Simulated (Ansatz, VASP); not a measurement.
## Te2Mo in VASP and in Ansatz

```
Te Mo
1.0
     3.49111    0.00000    0.00000
    -1.74556    3.02339    0.00000
     0.00000    0.00000   35.05410
Te Mo
4 2
Direct
  0.33333 0.66667 0.44627
  0.32216 0.66667 0.94856
  0.34450 0.66667 0.05144
  0.33333 0.66667 0.55373
  0.00000 0.00000 0.00000
  0.00000 0.00000 0.50000
```

Change from the starting cell: mode 7 frozen in at -0.039 Å and mode 12 at -0.080 Å (largest displacements).

Alike in both runs: task single point; functional PBEsol; k mesh 9 × 9 × 1; occupations gaussian, width 0.05 eV; no spin polarisation.

```csv
,VASP,Ansatz
version,VASP 6.6.1,Ansatz 0.2.0
potentials or method,"VASP PAW PBE potentials, release 64 (Te, Mo_sv), cutoff 520 eV","scalar-relativistic, plane waves, PAW"
valence electrons in the cell,52,92
```

VASP gave:

* gap on the k mesh at the Fermi level (eV): 1.06
* least direct gap on the mesh (eV): 1.06
* rms of the force components (eV/Å): 0.340

Question: Which values does Ansatz return?

Answer: gap on the k mesh at the Fermi level (eV): 1.06; least direct gap on the mesh (eV): 1.06; rms of the force components (eV/Å): 0.347.

VASP's potentials were made for PBE, not for PBEsol, and Ansatz warns of the same on its side. Atom by atom the forces differ by 0.013 eV/Å (rms over components). VASP's potentials hold 52 valence electrons a cell and Ansatz's 92, so a difference there can come from the potentials and not from the codes.

Neither program's run includes spin-orbit coupling.
